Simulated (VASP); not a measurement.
# Mg (P6_3/mmc) in VASP: notebook

Mg is run at these levels: PBE, RPBE+D3(BJ), revPBE+D4; tasks: single point, relaxation of cell and atoms.

Program: VASP 6.6.1. These are calculated values, not measurements. Logs are shortened: lines on timing, memory, paths and dates and some standing lists are left out, and cuts for length are marked.

### 1 The cell of the first run

Symmetry: P6_3/mmc, No. 194, hexagonal system. The conventional cell has a = 3.209 Å, b = 3.209 Å, c = 5.210 Å, α = 90.00°, β = 90.00°, γ = 120.00°. Within 4.2 Å of Mg (site symmetry -6m2) lie 12 Mg at 3.20 to 3.21 Å.

### 2 Single point, PBE

Input file INCAR:

```
PREC = Accurate ; ENCUT = 520
EDIFF = 1E-6 ; ISMEAR = -1
SIGMA = 0.03 ; LREAL = False
LASPH = True ; NELM = 100
ALGO = Normal ; ISIF = 2
LWAVE = False ; LCHARG = False
GGA = PE ; NBANDS = 9
```

Input file KPOINTS:

```
Automatic mesh
0
Gamma
  6 6 3
```

Input file POSCAR:

```
Mg
1.0
    3.2093000000      0.0000000000      0.0000000000
   -1.6046500000      2.7793353284      0.0000000000
    0.0000000000      0.0000000000      5.2103000000
Mg
2
Direct
    0.6666666667      0.3333333333      0.7500000000
    0.3333333333      0.6666666667      0.2500000000
```

Potentials or basis: VASP PAW PBE potentials, release 64 (Mg).

On the command line:

```
> cat potpaw_PBE.64/Mg/POTCAR > POTCAR
> mpirun -np 1 vasp_std > vasp.out
```

OUTCAR:

```text
PREC = Accurate
   ENCUT = 520
   EDIFF = 1E-6
   ISMEAR = -1
   LREAL = False
   LASPH = True
   NELM = 100
   ISIF = 2
   GGA = PE

 ion  position               nearest neighbor table
   1  0.667  0.333  0.750-   2 3.20   2 3.20   2 3.20   2 3.20   2 3.20   2 3.20
   2  0.333  0.667  0.250-   1 3.20   1 3.20   1 3.20   1 3.20   1 3.20   1 3.20

  LATTYP: Found a hexagonal cell.
 ALAT       =     3.2093000000
 C/A-ratio  =     1.6235004518

  Lattice vectors:

 A1 = (   3.2093000000,   0.0000000000,   0.0000000000)
 A2 = (  -1.6046500000,   2.7793353284,   0.0000000000)
 A3 = (   0.0000000000,   0.0000000000,   5.2103000000)

Analysis of symmetry for initial positions (statically):
=====================================================================
 Subroutine PRICEL returns:
 Original cell was already a primitive cell.

 Routine SETGRP: Setting up the symmetry group for a
 hexagonal supercell.

 Subroutine GETGRP returns: Found 24 space group operations
 (whereof 12 operations were pure point group operations)
 out of a pool of 24 trial point group operations.

The static configuration has the point symmetry D_3d.
 The point group associated with its full space group is D_6h.

Analysis of symmetry for dynamics (positions and initial velocities):
=====================================================================
 Subroutine PRICEL returns:
 Original cell was already a primitive cell.

 Routine SETGRP: Setting up the symmetry group for a
 hexagonal supercell.

 Subroutine GETGRP returns: Found 24 space group operations
 (whereof 12 operations were pure point group operations)
 out of a pool of 24 trial point group operations.

The dynamic configuration has the point symmetry D_3d.
 The point group associated with its full space group is D_6h.

 Subroutine INISYM returns: Found 24 space group operations
 (whereof 12 operations are pure point group operations),
 and found     1 'primitive' translations

----------------------------------------------------------------------------------------

                                     Primitive cell

  volume of cell :      46.4744

  direct lattice vectors                    reciprocal lattice vectors
     3.209300000  0.000000000  0.000000000     0.311594429  0.179899127  0.000000000
    -1.604650000  2.779335328  0.000000000     0.000000000  0.359798255  0.000000000
[... 75 lines left out ...]
   LREAL  =      F    real-space projection
   EDIFFG = 0.1E-04   stopping-criterion for IOM
   NSW    =      0    number of steps for IOM
   IBRION =     -1    ionic relax: 0-MD 1-quasi-New 2-CG
   NFREE  =      0    steps in history (QN), initial steepest desc. (CG)
   ISIF   =      2    stress and relaxation
   ISYM   =      2    0-nonsym 1-usesym 2-fastsym
   POTIM  = 0.5000    time-step for ionic-motion
   TEBEG  =    0.0;   TEEND  =   0.0 temperature during run
   PSTRESS=    0.0 pullay stress
   NELECT =       4.0000    total number of electrons
   NUPDOWN=      -1.0000    fix difference up-down
   EMIN   =  10.00;   EMAX   =-10.00  energy-range for DOS
   EFERMI =   0.00;   METHOD = LEGACY
   ISMEAR =    -1;   SIGMA  =   0.03  broadening in eV -4-tet -1-fermi 0-gaus
   EFERMI_NEDOS =   21; number of points for ismear=-14 and -15
   IALGO  =     38    algorithm
   IMIX   =      4    mixing-type and parameters
     AMIX     =   0.40;   BMIX     =  1.00
     AMIX_MAG =   1.60;   BMIX_MAG =  1.00
  volume/ion in A,a.u.               =      23.24       156.81
  Fermi-wavevector in a.u.,A,eV,Ry     =   0.722809  1.365911  7.108401  0.522453
  Thomas-Fermi vector in A             =   1.812866
   LORBIT       =      0    0 simple, 1 ext, 2 COOP (PROOUT), +10 PAW based schemes
   GGA     = PE    functional components
   LHFCALC =     F    Hartree Fock is set to
   AEXX    =    0.0000 exact exchange contribution
   IVDW    =     0    specifies the selected vdW correction
   LEPSILON=     F    determine dielectric tensor
   LRPA    =     F    only Hartree local field effects (RPA)
 non-spin polarized calculation
  energy-cutoff  :      520.00
  volume of cell :       46.47
 maximum number of plane-waves:      1266
 NGX is ok and might be reduce to    24

 number of electron       4.0000000 magnetization

 Free energy of the ion-electron system (eV)
  ---------------------------------------------------
  ext. energy  EPLUGINS =         0.00000000
  ---------------------------------------------------
  free energy    TOTEN  =        -2.91686659 eV

  energy without entropy =       -2.90985059  energy(sigma->0) =       -2.91335859

 E-fermi :   2.5014     XC(G=0):  -8.4535

 val. band max:        2.4719532068   @ k =   0.3333   0.3333   0.3333
 cond. band min:       2.5335475351   @ k =   0.3333   0.3333   0.3333
 fundamental gap:      0.0615943283
 Fermi energy:         2.5014365396

 k-point     1 :       0.0000    0.0000    0.0000
  band No.  band energies     occupation
      1      -4.3086      2.00000
      2       0.9098      2.00000
      3       1.3260      2.00000
      4      13.4372      0.00000
      5      13.4372      0.00000
      6      13.5300      0.00000
      7      13.5300      0.00000
      8      14.3307      0.00000
      9      15.8871      0.00000
[... 145 lines left out ...]
 k-point    14 :       0.3333    0.3333    0.3333
  band No.  band energies     occupation
      1       2.4720      1.45532
      2       2.4720      1.45532
      3       2.5335      0.51067
      4       4.2471      0.00000
      5       4.6635      0.00000
      6       4.6635      0.00000
      7      11.1761      0.00000
      8      11.5699      0.00000
      9      11.5699      0.00000

------------------------ aborting loop because EDIFF is reached ----------------------------------------

  FORCE on cell =-STRESS in cart. coord.  units (eV):
  Direction    XX          YY          ZZ          XY          YZ          ZX
  --------------------------------------------------------------------------------------
  -------------------------------------------------------------------------------------
  Total       -0.1454322     -0.1454322     -0.1226076      0.0000000      0.0000000      0.0000000
  in kB       -5.0136873     -5.0136873     -4.2268210      0.0000000      0.0000000      0.0000000
  external PRESSURE =      -4.7513985 kB  Pullay stress =       0.0000000 kB

 VOLUME and BASIS-vectors are now :
 -----------------------------------------------------------------------------
  energy-cutoff  :      520.00
  volume of cell :       46.47
      direct lattice vectors                 reciprocal lattice vectors
     3.209300000  0.000000000  0.000000000     0.311594429  0.179899127  0.000000000
    -1.604650000  2.779335328  0.000000000     0.000000000  0.359798255  0.000000000
     0.000000000  0.000000000  5.210300000     0.000000000  0.000000000  0.191927528

 POSITION                                       TOTAL-FORCE (eV/Angst)
 -----------------------------------------------------------------------------------
      1.60465      0.92645      3.90773        -0.000000      0.000000      0.000000
     -0.00000      1.85289      1.30258         0.000000      0.000000      0.000000
 -----------------------------------------------------------------------------------
    total drift:                                0.000000     -0.000000      0.000000

  FREE ENERGIE OF THE ION-ELECTRON SYSTEM (eV)
  ---------------------------------------------------
  free  energy   TOTEN  =        -2.9168665927 eV

  energy  without entropy=       -2.9098505903  energy(sigma->0) =       -2.91335859
```

stdout:

```text
POSCAR found type information on POSCAR Mg
 POSCAR found :  1 types and       2 ions
 scaLAPACK will be used
 LDA part: xc-table for (Slater+PW92), standard interpolation
 POSCAR, INCAR and KPOINTS ok, starting setup
 FFT: planning ... GRIDC
 FFT: planning ... GRID_SOFT
 FFT: planning ... GRID
 WAVECAR not read
 entering main loop
```

Wall time 3.4 s (1 thread of Intel Xeon Platinum 8488C (Sapphire Rapids), shared host); peak memory 0.14 GiB.

Results:

- Free energy: -2.9169 eV
- Pressure: -0.5 GPa
- Band gap on the k mesh: zero (band 2 reaches 2.90 eV, above the bottom of band 3 at 1.33 eV)

Stress tensor (GPa, compression positive):
```
-0.50  0.00  0.00
 0.00 -0.50  0.00
 0.00  0.00 -0.42
```

Caveat: the k points lie up to 0.40 Å⁻¹ apart.

### 3 Single point, RPBE+D3(BJ)

This run uses another cell than the first one, of 16.78 Å³/atom, 0.722 times its volume.

Input file INCAR:

```
  PREC = Accurate
  ENCUT = 520
  EDIFF = 1E-7
  ISMEAR = -1
  SIGMA = 0.05
  LREAL = False
  LASPH = True
  NELM = 100
  ALGO = Normal
  ISIF = 2
  LWAVE = False
  LCHARG = True
  GGA = RP
  IVDW = 12
  LELF = True
  LVHAR = True
  NBANDS = 9
```

Input file KPOINTS:

```
regular mesh
0
Gamma
  10 10 5
```

Input file POSCAR:

```
Mg
1.0
    2.8748501399      0.0000000000      0.0000000000
   -1.4374250699      2.4896932532      0.0000000000
    0.0000000000      0.0000000000      4.6899045603
Mg
2
Direct
    0.6666666667      0.3333333333      0.7500000000
    0.3333333333      0.6666666667      0.2500000000
```

Potentials or basis: VASP PAW PBE potentials, release 64 (Mg).

On the command line:

```
> cat potpaw_PBE.64/Mg/POTCAR > POTCAR
> mpirun -np 1 vasp_std > vasp.out
```

It took 6.8 s on 1 thread of Intel Xeon Platinum 8488C (Sapphire Rapids), shared host; peak memory 0.16 GiB.

The run converged. Its results:

```
Free energy                : -5.8822 eV
Pressure                   : 0.0 GPa
Band gap on the k mesh     : zero (band 2 reaches 5.14 eV, above the bottom of band 3 at 3.36 eV)
Dispersion energy per atom : -1.973 eV
```

Levels at points of the mesh, in eV from the Fermi level:
```tsv
k point	band 1	band 2	band 3	band 4	band 5	band 6	band 7
(0.00, 0.00, 0.00)	-8.48	-2.36	-1.34	12.86	12.86	13.67	13.72
(0.50, 0.00, 0.00)	-2.81	-2.48	2.98	3.10	4.21	4.34	8.73
```

Caveat: the PAW data sets were made with another functional, which shifts forces and pressure a little; pairwise dispersion overbinds metals, which lowers pressure and volume.

### 4 Single point, revPBE+D4

This run uses another cell than the first one, of the same volume but with other edges.

Input file INCAR:

```
SYSTEM = Mg
ALGO = Normal
EDIFF = 1E-7
ENCUT = 520
GGA = RE
ISIF = 2
ISMEAR = -1
IVDW = 13
LASPH = .True.
LCHARG = .False.
LREAL = .False.
LWAVE = .False.
NBANDS = 9
NELM = 60
PREC = Accurate
SIGMA = 0.05
```

Input file KPOINTS:

```
k-points
0
Gamma
  10 10 5
  0 0 0
```

Input file POSCAR:

```
Mg
1.0
    3.1776744025      0.0000000000      0.0000000000
   -1.5888372013      2.7519467575      0.0000000000
    0.0000000000      0.0000000000      5.3170178204
Mg
2
Direct
    0.6666666667      0.3333333333      0.7500000000
    0.3333333333      0.6666666667      0.2500000000
```

On the command line:

```
> cat potpaw_PBE.64/Mg/POTCAR > POTCAR
> mpirun -np 1 vasp_std > vasp.out
```

Wall time 8.5 s (1 thread of Intel Xeon Platinum 8488C (Sapphire Rapids), shared host); peak memory 0.16 GiB.

It converged, with:

| Property | Result |
| --- | --- |
| Free energy | -3.2576 eV |
| Pressure | -0.2 GPa |
| Band gap on the k mesh | zero (band 2 reaches 3.21 eV, above the bottom of band 3 at 1.16 eV) |
| Dispersion energy per atom | -0.269 eV |

Levels at points of the mesh, in eV from the Fermi level:
```tsv
k point	band 1	band 2	band 3	band 4	band 5	band 6	band 7
(0.00, 0.00, 0.00)	-6.93	-1.88	-1.54	11.15	11.15	11.34	11.34
(0.50, 0.00, 0.00)	-2.11	-2.05	2.56	2.88	3.01	3.50	7.09
```

Caveat: the PAW data sets were made with another functional, which shifts forces and pressure a little; pairwise dispersion overbinds metals, which lowers pressure and volume.

### 5 Relaxation of cell and atoms, revPBE+D4

Input file INCAR:

```
SYSTEM = Mg
ALGO     = Normal         ! electronic algorithm
EDIFF    = 1E-7           ! SCF threshold, eV
EDIFFG   = -0.02          ! ionic threshold
ENCUT    = 600            ! plane-wave cutoff, eV
GGA      = RE             ! functional
IBRION   = 2              ! ionic algorithm
ISIF     = 3              ! what is computed and relaxed
ISMEAR   = -1             ! smearing method
IVDW     = 13             ! dispersion correction
LASPH    = .True.         ! aspherical terms in the spheres
LCHARG   = .False.        ! write CHGCAR
LREAL    = .False.        ! projectors in reciprocal space
LWAVE    = .False.        ! write WAVECAR
NELM     = 100            ! most SCF steps
NSW      = 80             ! ionic steps
PREC     = Accurate       ! precision mode
SIGMA    = 0.05           ! smearing width, eV
```

KPOINTS is that of step 4.

Input file POSCAR:

```
Mg
1.0
    3.2093000000      0.0000000000      0.0000000000
   -1.6046500000      2.7793353284      0.0000000000
    0.0000000000      0.0000000000      5.2103000000
Mg
2
Direct
    0.6666666667      0.3333333333      0.7500000000
    0.3333333333      0.6666666667      0.2500000000
```

On the command line:

```
> cat potpaw_PBE.64/Mg/POTCAR > POTCAR
> mpirun -np 1 vasp_std > vasp.out
```

Wall time 1.9 min (1 thread of Intel Xeon Platinum 8488C (Sapphire Rapids), shared host); peak memory 0.18 GiB.

Results (log left out):

| Property | Result |
| --- | --- |
| Free energy | -3.2577 eV |
| Relaxed volume | 23.25 Å³/atom |
| Relaxed cell | a = 3.177 Å, b = 3.177 Å, c = 5.319 Å, α = 90.00°, β = 90.00°, γ = 120.00° |
| Space group after relaxing (to 0.05 Å) | P6_3/mmc (No. 194) |
| Energy gained by relaxing | 3.1 meV/atom |
| Ionic steps | 20 |
| Pressure after relaxing | -0.1 GPa |
| Band gap on the k mesh | zero (band 2 reaches 3.21 eV, above the bottom of band 3 at 1.16 eV) |
| Dispersion energy per atom | -0.269 eV |

The path:
```
step  energy change (eV)  largest force (eV/Å)  pressure (GPa)  volume (Å³)
   1              0.0000                0.0000           12.60        46.47
   2              0.3614                0.0000           -6.15        59.88
   3              0.1699                0.0000           -5.03        54.44
   4              0.0945                0.0000           -4.16        51.82
   5              0.0339                0.0000           -2.95        49.10
   6              0.0126                0.0000           -2.21        47.77
   7              0.0045                0.0000           -1.80        47.12
   8              0.0011                0.0000           -1.59        46.80
   9             -0.0005                0.0000           -1.47        46.64
  10             -0.0011                0.0000           -1.09        46.55
  11             -0.0013                0.0000            0.78        46.51
  12             -0.0013                0.0000           -0.42        46.53
  13             -0.0013                0.0000           -0.11        46.53
  14             -0.0013                0.0000           -0.01        46.52
  15             -0.0025                0.0000           -0.09        46.53
  16             -0.0057                0.0000           -0.88        46.53
  17             -0.0005                0.0000           -1.24        46.51
  18             -0.0060                0.0000           -1.10        46.53
  19             -0.0061                0.0000            1.10        46.48
  20             -0.0061                0.0000           -0.08        46.49
```

Final structure:
```
Mg
1.0
     3.17692    0.00000    0.00000
    -1.58846    2.75129    0.00000
     0.00000    0.00000    5.31919
Mg
2
Direct
  0.66667 0.33333 0.75000
  0.33333 0.66667 0.25000
```

Levels at points of the mesh, in eV from the Fermi level:
```
           k point  band 1  band 2  band 3  band 4  band 5  band 6
(0.00, 0.00, 0.00)   -6.93   -1.89   -1.55   11.15   11.15   11.35
(0.50, 0.00, 0.00)   -2.11   -2.05    2.56    2.88    3.01    3.50
```

Caveat: the PAW data sets were made with another functional, which shifts forces and pressure a little; pairwise dispersion overbinds metals, which lowers pressure and volume.

### 6 Summary

```tsv
task	level	cell	k mesh	cutoff (eV)	smearing	gap on the mesh (eV)	pressure (GPa)
single point	PBE	a = 3.209, b = 3.209, c = 5.210 Å, angles 90.0, 90.0, 120.0°, 2 atoms	6 × 6 × 3	520	fermi-dirac 0.03 eV	none	-0.5
single point	RPBE+D3(BJ)	a = 2.875, b = 2.875, c = 4.690 Å, angles 90.0, 90.0, 120.0°, 2 atoms	10 × 10 × 5	520	fermi-dirac 0.05 eV	none	0.0
single point	revPBE+D4	a = 3.178, b = 3.178, c = 5.317 Å, angles 90.0, 90.0, 120.0°, 2 atoms	10 × 10 × 5	520	fermi-dirac 0.05 eV	none	-0.2
relaxation of cell and atoms	revPBE+D4	relaxed from a = 3.209, b = 3.209, c = 5.210 Å, angles 90.0, 90.0, 120.0°, 2 atoms	10 × 10 × 5	600	fermi-dirac 0.05 eV	none	-0.1
```

Alike in all rows: potentials or basis VASP PAW PBE potentials, release 64 (Mg); no spin polarisation.

Caveats: some runs use coarse meshes; the PAW data sets were made with another functional, which shifts forces and pressure a little (some runs); pairwise dispersion overbinds metals, which lowers pressure and volume (some runs).

Total energies depend on the potentials used, so only differences within one code and one set of settings carry meaning.
